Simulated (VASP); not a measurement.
# ScAl (Pm-3m) in VASP: elastic constants with r2SCAN

Aim: the elastic constants of ScAl with r2SCAN.

Everything below comes from runs of VASP 6.6.1. Logs are shortened: lines on timing, memory, paths and dates and some standing lists are left out, and cuts for length are marked.

### 1 The cell of the first run

Symmetry: Pm-3m, No. 221, cubic system. Conventional cell: a = 3.373 Å, b = 3.373 Å, c = 3.373 Å, α = 90.00°, β = 90.00°, γ = 90.00°. Within 3.8 Å of Sc (site symmetry m-3m) lie 8 Al at 2.92 Å and 6 Sc at 3.37 Å. Al (site symmetry m-3m) has 8 Sc at 2.92 Å and 6 Al at 3.37 Å within 3.8 Å.

### 2 Elastic constants, r2SCAN

INCAR

```
SYSTEM = ScAl
ALGO = Normal
EDIFF = 1E-8
ENCUT = 550
GGA_COMPAT = .FALSE.
IBRION = 6
ISIF = 3
ISMEAR = -1
KPAR = 4
LASPH = .TRUE.
LCHARG = .FALSE.
LMIXTAU = .TRUE.
LREAL = .FALSE.
LWAVE = .FALSE.
METAGGA = R2SCAN
NELM = 120
NFREE = 2
NSW = 1
POTIM = 0.015
PREC = Accurate
SIGMA = 0.15
```

KPOINTS

```
k-points
0
G
  12 12 12
  0 0 0
```

POSCAR

```
ScAl
1.0
    3.3729223688      0.0000000000      0.0000000000
    0.0000000000      3.3729223688      0.0000000000
    0.0000000000      0.0000000000      3.3729223688
Sc Al
1 1
Direct
    0.5000000000      0.5000000000      0.5000000000
    0.0000000000      0.0000000000      0.0000000000
```

Potentials or basis: VASP PAW PBE potentials, release 64 (Sc_sv, Al).

Run with:

```sh
cat potpaw_PBE.64/Sc_sv/POTCAR potpaw_PBE.64/Al/POTCAR > POTCAR
mpirun -np 4 vasp_std > vasp.out
```

OUTCAR:

```text
SYSTEM = ScAl
   EDIFF = 1E-8
   ENCUT = 550
   IBRION = 6
   ISIF = 3
   ISMEAR = -1
   LASPH = .TRUE.
   LREAL = .FALSE.
   METAGGA = R2SCAN
   NELM = 120
   NFREE = 2
   NSW = 1
   POTIM = 0.015
   PREC = Accurate

 ion  position               nearest neighbor table
   1  0.500  0.500  0.500-   2 2.92   2 2.92   2 2.92   2 2.92   2 2.92   2 2.92   2 2.92   2 2.92

   2  0.000  0.000  0.000-   1 2.92   1 2.92   1 2.92   1 2.92   1 2.92   1 2.92   1 2.92   1 2.92

  LATTYP: Found a simple cubic cell.
 ALAT       =     3.3729223688

  Lattice vectors:

 A1 = (   3.3729223688,   0.0000000000,   0.0000000000)
 A2 = (   0.0000000000,   3.3729223688,   0.0000000000)
 A3 = (   0.0000000000,   0.0000000000,   3.3729223688)

Analysis of symmetry for initial positions (statically):
=====================================================================
 Subroutine PRICEL returns:
 Original cell was already a primitive cell.

 Routine SETGRP: Setting up the symmetry group for a
 simple cubic supercell.

 Subroutine GETGRP returns: Found 48 space group operations
 (whereof 48 operations were pure point group operations)
 out of a pool of 48 trial point group operations.

The static configuration has the point symmetry O_h .

Analysis of symmetry for dynamics (positions and initial velocities):
=====================================================================
 Subroutine PRICEL returns:
 Original cell was already a primitive cell.

 Routine SETGRP: Setting up the symmetry group for a
 simple cubic supercell.

 Subroutine GETGRP returns: Found 48 space group operations
 (whereof 48 operations were pure point group operations)
 out of a pool of 48 trial point group operations.

The dynamic configuration has the point symmetry O_h .

 Subroutine INISYM returns: Found 48 space group operations
 (whereof 48 operations are pure point group operations),
 and found     1 'primitive' translations

----------------------------------------------------------------------------------------

                                     Primitive cell

  volume of cell :      38.3724

  direct lattice vectors                    reciprocal lattice vectors
     3.372922369  0.000000000  0.000000000     0.296478807  0.000000000  0.000000000
     0.000000000  3.372922369  0.000000000     0.000000000  0.296478807  0.000000000
     0.000000000  0.000000000  3.372922369     0.000000000  0.000000000  0.296478807

  length of vectors
     3.372922369  3.372922369  3.372922369     0.296478807  0.296478807  0.296478807

  position of ions in fractional coordinates (direct lattice)
     0.500000000  0.500000000  0.500000000
     0.000000000  0.000000000  0.000000000

  ion indices of the primitive-cell ions
   primitive index   ion index
                 1           1
                 2           2

----------------------------------------------------------------------------------------

 KPOINTS: k-points

Automatic generation of k-mesh.
 Grid dimensions read from file:
 generate k-points for:   12   12   12

 Generating k-lattice:

  Cartesian coordinates                     Fractional coordinates (reciprocal lattice)
     0.024706567  0.000000000  0.000000000     0.083333333  0.000000000  0.000000000
     0.000000000  0.024706567  0.000000000     0.000000000  0.083333333  0.000000000
     0.000000000  0.000000000  0.024706567     0.000000000  0.000000000  0.083333333

  Length of vectors
     0.024706567  0.024706567  0.024706567

  Shift w.r.t. Gamma in fractional coordinates (k-lattice)
     0.000000000  0.000000000  0.000000000

 Subroutine IBZKPT returns following result:
 ===========================================

 Found     84 irreducible k-points:

 Following reciprocal coordinates:
            Coordinates               Weight
  0.000000  0.000000  0.000000      1.000000
  0.083333  0.000000  0.000000      6.000000
  0.166667  0.000000  0.000000      6.000000
  0.250000  0.000000  0.000000      6.000000
  0.333333  0.000000  0.000000      6.000000
  0.416667  0.000000  0.000000      6.000000
[... 16 lines left out ...]
  0.333333  0.333333  0.000000     12.000000
[... 36 lines left out ...]
   EFERMI_NEDOS =   21; number of points for ismear=-14 and -15
   IALGO  =     38    algorithm
   IMIX   =      4    mixing-type and parameters
     AMIX     =   0.40;   BMIX     =  1.00
     AMIX_MAG =   1.60;   BMIX_MAG =  1.00
  volume/ion in A,a.u.               =      19.19       129.47
  Fermi-wavevector in a.u.,A,eV,Ry     =   1.169799  2.210599 18.618609  1.368429
  Thomas-Fermi vector in A             =   2.306266
   LORBIT       =      0    0 simple, 1 ext, 2 COOP (PROOUT), +10 PAW based schemes
   METAGGA = R2SCAN    functional components
   LHFCALC =     F    Hartree Fock is set to
   AEXX    =    0.0000 exact exchange contribution
   IVDW    =     0    specifies the selected vdW correction
   LEPSILON=     F    determine dielectric tensor
   LRPA    =     F    only Hartree local field effects (RPA)
 finite differences with symmetry
 non-spin polarized calculation
  energy-cutoff  :      550.00
  volume of cell :       38.37
 maximum number of plane-waves:      1141
 NGX is ok and might be reduce to    28
   NGX = 13   NGY = 13   NGZ = 13

--------------------------------------- Ionic step        1  -------------------------------------------

 number of electron      14.0000002 magnetization

 Free energy of the ion-electron system (eV)
  ---------------------------------------------------
  ext. energy  EPLUGINS =         0.00000000
  ---------------------------------------------------
  free energy    TOTEN  =       -19.09050424 eV

  energy without entropy =      -19.02169643  energy(sigma->0) =      -19.05610034

------------------------ aborting loop because EDIFF is reached ----------------------------------------

  FORCE on cell =-STRESS in cart. coord.  units (eV):
  Direction    XX          YY          ZZ          XY          YZ          ZX
  --------------------------------------------------------------------------------------
  -------------------------------------------------------------------------------------
  Total        0.0434041      0.0434041      0.0434041     -0.0000000     -0.0000000      0.0000000
  in kB        1.8122655      1.8122655      1.8122655     -0.0000000     -0.0000000      0.0000000
  external PRESSURE =       1.8122655 kB  Pullay stress =       0.0000000 kB
[... 89 lines left out ...]
  FREE ENERGIE OF THE ION-ELECTRON SYSTEM (eV)
  ---------------------------------------------------
  free  energy   TOTEN  =       -19.0871611636 eV

  energy  without entropy=      -19.0201268477  energy(sigma->0) =      -19.05364401

[... ionic steps 4 to 14 ...]

--------------------------------------- Ionic step       15  -------------------------------------------

 number of electron      14.0000000 magnetization

------------------------ aborting loop because EDIFF is reached ----------------------------------------
[... 67 lines left out ...]
--------------------------------------- Ionic step       17  -------------------------------------------

 number of electron      14.0000002 magnetization

 Free energy of the ion-electron system (eV)
  ---------------------------------------------------
  ext. energy  EPLUGINS =         0.00000000
  ---------------------------------------------------
  free energy    TOTEN  =       -19.08989797 eV

  energy without entropy =      -19.02109295  energy(sigma->0) =      -19.05549546

 E-fermi :   6.1198     XC(G=0): -11.0185

 val. band max:        6.0852022935   @ k =   0.1667   0.5000   0.4167
 cond. band min:       6.1514157011   @ k =   0.3333   0.0000   0.0000
 fundamental gap:      0.0662134076
 Fermi energy:         6.1197597735

 k-point     1 :       0.0000    0.0000    0.0000
  band No.  band energies     occupation
      1     -45.4706      2.00000
      2     -23.0832      2.00000
      3     -23.0831      2.00000
      4     -23.0831      2.00000
      5      -2.9061      2.00000
      6       5.4278      1.98036
      7       5.4278      1.98035
      8       9.0813      0.00000
      9       9.0813      0.00000
     10       9.0816      0.00000
     11       9.9896      0.00000
[... 309 lines left out ...]
 k-point    24 :       0.4167    0.3333    0.0000
  band No.  band energies     occupation
      1     -45.4453      2.00000
      2     -23.2368      2.00000
      3     -23.1997      2.00000
      4     -23.0550      2.00000
      5       0.4861      2.00000
      6       3.1654      2.00000
      7       4.5225      1.99995
      8       6.4083      0.25488
      9       7.6397      0.00008
     10       8.0968      0.00000
     11       9.9810      0.00000

 [... further k-points ...]
[... 5 lines left out ...]
  --------------------------------------------------------------------------------------
  -------------------------------------------------------------------------------------
  Total        0.0444765      0.0452971      0.0452971      0.0000000      0.0000000      0.0000000
  in kB        1.8570429      1.8913081      1.8913081      0.0000000      0.0000000      0.0000000
  external PRESSURE =       1.8798863 kB  Pullay stress =       0.0000000 kB
[... 17 lines left out ...]
  FREE ENERGIE OF THE ION-ELECTRON SYSTEM (eV)
  ---------------------------------------------------
  free  energy   TOTEN  =       -19.0898979724 eV

  energy  without entropy=      -19.0210929508  energy(sigma->0) =      -19.05549546

 INTERNAL STRAIN TENSORS FROM STRAINED CELLS
 ============================================

 INTERNAL STRAIN TENSOR FOR ION    1 for displacements in x,y,z  (eV/Angst):
          X           Y           Z          XY          YZ          ZX
  --------------------------------------------------------------------------------
  x     0.00000     0.00000     0.00000     0.00000     0.00000    -0.00000
  y     0.00000     0.00000     0.00000     0.00000     0.00000     0.00000
  z     0.00000     0.00000     0.00000     0.00000     0.00000     0.00000

 INTERNAL STRAIN TENSORS FROM DISPLACED ATOMS
 ============================================

 INTERNAL STRAIN TENSOR FOR ION    1 for displacements in x,y,z  (eV/Angst):
          X           Y           Z          XY          YZ          ZX
  --------------------------------------------------------------------------------
  x     0.00000     0.00000     0.00000     0.00000     0.00000     0.00000
  y     0.00000     0.00000     0.00000     0.00000     0.00000     0.00000
  z     0.00000     0.00000     0.00000     0.00000     0.00000     0.00000

 INTERNAL STRAIN TENSOR FOR ION    2 for displacements in x,y,z  (eV/Angst):
          X           Y           Z          XY          YZ          ZX
  --------------------------------------------------------------------------------
  x     0.00000     0.00000     0.00000     0.00000     0.00000     0.00000
  y     0.00000     0.00000     0.00000     0.00000     0.00000     0.00000
  z     0.00000     0.00000     0.00000     0.00000     0.00000     0.00000

 Eigenvectors and eigenvalues of the dynamical matrix
 ----------------------------------------------------

   1 f  =    8.815504 THz    55.389448 2PiTHz  294.053574 cm-1    36.457980 meV
             X         Y         Z           dx          dy          dz
      1.686461  1.686461  1.686461    -0.000000   -0.000000   -0.611691
      0.000000  0.000000  0.000000     0.000000    0.000000    0.791097
[... 21 lines left out ...]
   6 f/i=    0.008185 THz     0.051425 2PiTHz    0.273007 cm-1     0.033848 meV
             X         Y         Z           dx          dy          dz
      1.686461  1.686461  1.686461    -0.033616   -0.790382    0.000000
      0.000000  0.000000  0.000000    -0.025993   -0.611138    0.000000

--------------------------------------------------------------------------------------------------------

 ELASTIC MODULI CONTR FROM IONIC RELAXATION (kBar)
 Direction    XX          YY          ZZ          XY          YZ          ZX
 --------------------------------------------------------------------------------
 XX           0.0000      0.0000      0.0000      0.0000      0.0000      0.0000
 YY           0.0000      0.0000      0.0000      0.0000      0.0000      0.0000
 ZZ           0.0000      0.0000      0.0000      0.0000      0.0000      0.0000
 XY           0.0000      0.0000      0.0000      0.0000      0.0000      0.0000
 YZ           0.0000      0.0000      0.0000      0.0000      0.0000      0.0000
 ZX           0.0000      0.0000      0.0000      0.0000      0.0000      0.0000
 --------------------------------------------------------------------------------

 TOTAL ELASTIC MODULI (kBar)
 Direction    XX          YY          ZZ          XY          YZ          ZX
 --------------------------------------------------------------------------------
 XX         969.7978    731.5375    731.5375     -0.0000      0.0000     -0.0000
 YY         731.5375    969.7978    731.5375     -0.0000     -0.0000      0.0000
 ZZ         731.5375    731.5375    969.7978      0.0000      0.0000      0.0000
 XY          -0.0000     -0.0000      0.0000    957.3432      0.0000      0.0000
 YZ           0.0000     -0.0000      0.0000      0.0000    957.3432      0.0000
 ZX          -0.0000      0.0000      0.0000      0.0000      0.0000    957.3432
 --------------------------------------------------------------------------------
```

Wall time 16 min (4 MPI ranks of Intel Xeon 6975P-C (Granite Rapids), shared host); peak memory 0.52 GiB.

Results:

* Elastic constants C11, C12, C44: 97, 73, 96 GPa
* Voigt bulk modulus: 81 GPa
* Highest phonon frequency at Γ, LO-TO splitting left out: 294 cm⁻¹

Phonon frequencies in cm⁻¹ (negative: imaginary):
| q point | frequencies |
| --- | --- |
| (0.000, 0.000, 0.000) | 0 0 0 294 294 294 |

Elastic tensor in Voigt notation (GPa, in the Cartesian axes of the cell as first typed):
```
97 73 73  0  0  0
73 97 73  0  0  0
73 73 97  0  0  0
 0  0  0 96  0  0
 0  0  0  0 96  0
 0  0  0  0  0 96
```

Clamped-ion elastic tensor (GPa):
```
97 73 73  0  0  0
73 97 73  0  0  0
73 73 97  0  0  0
 0  0  0 96  0  0
 0  0  0  0 96  0
 0  0  0  0  0 96
```

Caveat: the PAW data sets were made with another functional, which shifts forces and pressure a little.
